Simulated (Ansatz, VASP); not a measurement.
Ru: VASP beside Ansatz

```
Ru
1.0
     2.68948    0.00000    0.00000
    -1.34474    2.32916    0.00000
     0.25512    0.00000    4.25194
Ru
2
Direct
  0.33456 0.66911 0.25000
  0.66544 0.33089 0.75000
```

Change from the starting cell: shear of c along a, cell held, atoms relaxed: +6.0 %.

Alike in both runs: functional PBEsol; k mesh 24 × 24 × 12; occupations gaussian, width 0.1 eV; no spin polarisation.

Ansatz relaxed the structure, and its values are those at the end. VASP's run is a single point on that final structure, the one shown.

|  | VASP | Ansatz |
| --- | --- | --- |
| version | VASP 6.6.1 | Ansatz 0.2.0 |
| potentials or method | VASP PAW PBE potentials, release 64 (Ru_pv), cutoff 500 eV | scalar-relativistic, plane waves, PAW |
| valence electrons in the cell | 28 | 32 |

```tsv
	VASP	Ansatz	Ansatz less VASP
gap on the k mesh at the Fermi level (eV)	none	none	-
pressure (GPa)	0.9	0.9	0.00
```

VASP's potentials were made for PBE, not for PBEsol. A gap of «none» marks a metal or a gap that the smearing closes. VASP's potentials hold 28 valence electrons a cell and Ansatz's 32, so a difference there can come from the potentials and not from the codes. Ansatz's warnings: stress scf threshold loose.
